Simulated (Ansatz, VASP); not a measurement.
**Two plane-wave programs on AlN**

```xyz
2
Lattice="0.0000 2.0345 1.9328 2.0345 0.0000 1.9328 2.0345 2.0345 0.0000" Properties=species:S:1:pos:R:3 pbc="T T T"
Al    2.0345    2.0345    1.9328
N     0.0000    0.0000    0.0000
```

Change from the starting cell: strain +0.000 along x and y, -0.050 along z, atoms carried along.

Alike in both runs: task single point; functional LDA; k mesh 10 × 10 × 10; occupations gaussian, width 0.05 eV; no spin polarisation.

|  | VASP | Ansatz |
| --- | --- | --- |
| version | VASP 6.6.1 | Ansatz 0.2.0 |
| potentials or method | VASP PAW LDA potentials, release 64 (Al, N), cutoff 600 eV | scalar-relativistic, plane waves, PAW |
| valence electrons in the cell | 8 | 8 |

```csv
,VASP,Ansatz,Ansatz less VASP
gap on the k mesh at the Fermi level (eV),4.37,4.38,+0.015
least direct gap on the mesh (eV),6.07,6.05,-0.021
pressure (GPa),4.3,3.7,-0.58
"traceless stress, the component that is largest in VASP (GPa)",12.41,12.04,-0.373
```

LDA's correlation is that of Perdew and Zunger in VASP and of Perdew and Wang (1992) in Ansatz.
